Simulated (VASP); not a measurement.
Here is a VASP 6.6.1 calculation.

INCAR

```
ALGO = Normal
EDIFF = 1E-7
EDIFFG = -0.01
ENCUT = 600
GGA = PS
IBRION = 2
ISIF = 3
ISMEAR = 0
LASPH = T
LCHARG = F
LREAL = F
LWAVE = F
NELM = 60
NSW = 80
PREC = Accurate
SIGMA = 0.1
```

File KPOINTS:

```
k-points
0
Gamma
  12 12 12
```

The input POSCAR:

```
Zr2C
1.0
    1.6499383433      0.9525923467      5.3394895959
   -1.6499383433      0.9525923467      5.3394895959
    0.0000000000     -1.9051846933      5.3394895959
Zr C
2 1
Direct
    0.2450135203      0.2450135203      0.2450135203
    0.7549864797      0.7549864797      0.7549864797
    0.5000000000      0.5000000000      0.5000000000
```

Potentials or basis: VASP PAW PBE potentials, release 64 (Zr_sv, C).

The run is started by

```console
$ cat potpaw_PBE.64/Zr_sv/POTCAR potpaw_PBE.64/C/POTCAR > POTCAR
$ mpirun -np 1 vasp_std > vasp.out
```

Task: What does it give for the band gap on the k mesh?

Result: Zero (bands 14 and 15 overlap by 1.30 eV).

Task: What does it give for the space group after relaxing (to 0.1 Å)?

Result: R-3m (No. 166).

Task: What does it give for the relaxed volume?

Result: 16.79 Å³/atom.

The path:
```
step  energy change (eV)  largest force (eV/Å)  pressure (GPa)  volume (Å³)
   1              0.0000                0.0241           -0.02        50.35
   2             -0.0002                0.0128            0.11        50.34
   3             -0.0002                0.0105            0.10        50.34
   4             -0.0002                0.0096           -0.17        50.41
   5             -0.0002                0.0026           -0.01        50.37
```

Caveat: the PAW data sets were made with another functional, which shifts forces and pressure a little.
